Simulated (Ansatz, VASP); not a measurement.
This is a calculation of Ba for Ansatz 0.2.0.

The input input.yaml:

```yaml
crystal:
  lattice:
    - [-2.5230998215, 2.5230998215, 2.5230998215]
    - [2.5230998215, -2.5230998215, 2.5230998215]
    - [2.5230998215, 2.5230998215, -2.5230998215]
  atoms:
    - { symbol: Ba, position: [0.0, 0.0, 0.0] }
hamiltonian:
  xc: lda
  pseudopotentials: { kind: paw }
kpoints:
  mp_grid: { grid: [8, 8, 8] }
scf:
  occupations: { method: fermi_dirac, width: 0.05 }
output:
  forces: true
  stress: true
  eigenvalues: true
```

Potentials or basis: Ansatz PAW.

Run with:

```sh
$ ansatz run input.yaml --threads 2 --pin off --max-ram 5632MiB --backend cpu --events-out ev --progress --plain --runs-dir out
```

Problem. Translate it to VASP 6.6.1. Potentials there: VASP PAW LDA potentials, release 64 (Ba_sv).

Solution. As run (the cutoff follows the program's own potentials):

Contents of INCAR:

```
SYSTEM = Ba
PREC = Accurate
ENCUT = 520
EDIFF = 1E-6
ISMEAR = -1
SIGMA = 0.05
LREAL = .False.
LASPH = .True.
NELM = 60
ALGO = Fast
ISIF = 2
LWAVE = .False.
LCHARG = .False.
GGA = CA
NBANDS = 11
```

KPOINTS

```
Automatic mesh
0
Gamma
  8 8 8
  0 0 0
```

POSCAR

```
Ba
1.0
   -2.5230998215      2.5230998215      2.5230998215
    2.5230998215     -2.5230998215      2.5230998215
    2.5230998215      2.5230998215     -2.5230998215
Ba
1
Direct
    0.0000000000      0.0000000000      0.0000000000
```

Potentials or basis: VASP PAW LDA potentials, release 64 (Ba_sv).

Launch:

```sh
$ cat potpaw_LDA.64/Ba_sv/POTCAR > POTCAR
$ mpirun -np 1 vasp_std > vasp.out
```

Both were run:

|  | VASP | Ansatz | Ansatz less VASP |
| --- | --- | --- | --- |
| gap on the k mesh at the Fermi level (eV) | none | none | - |
| pressure (GPa) | -1.4 | -1.5 | -0.02 |

LDA's correlation is that of Perdew and Zunger in VASP and of Perdew and Wang (1992) in Ansatz. A gap of «none» marks a metal or a gap that the smearing closes.

Spin-orbit coupling is off throughout.
